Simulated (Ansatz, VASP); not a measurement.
Ru in VASP and in Ansatz

```
CELL_PARAMETERS angstrom
2.66923 0.00000 0.00000
-1.33461 2.31162 0.00000
0.00000 0.00000 4.22403
ATOMIC_POSITIONS crystal
Ru 0.33333 0.66667 0.25000
Ru 0.66667 0.33333 0.75000
```

Change from the starting cell: volume scaled by 0.96.

Alike in both runs: task single point; functional PBE; k mesh 14 × 14 × 8; occupations fermi-dirac, width 0.03 eV; no spin polarisation.

|  | VASP | Ansatz |
| --- | --- | --- |
| version | VASP 6.6.1 | Ansatz 0.2.0 |
| potentials or method | VASP PAW PBE potentials, release 64 (Ru_pv), cutoff 520 eV | all-electron LAPW, scalar-relativistic |

VASP gave:

```
pressure (GPa)                                                : 19.6
traceless stress, the component that is largest in VASP (GPa) : -0.60
```

Question: What did Ansatz give for the same quantities?

Answer: Pressure (GPa): 19.5; traceless stress, the component that is largest in VASP (GPa): -0.65.

Ansatz ran all-electron here, and VASP with PAW potentials.
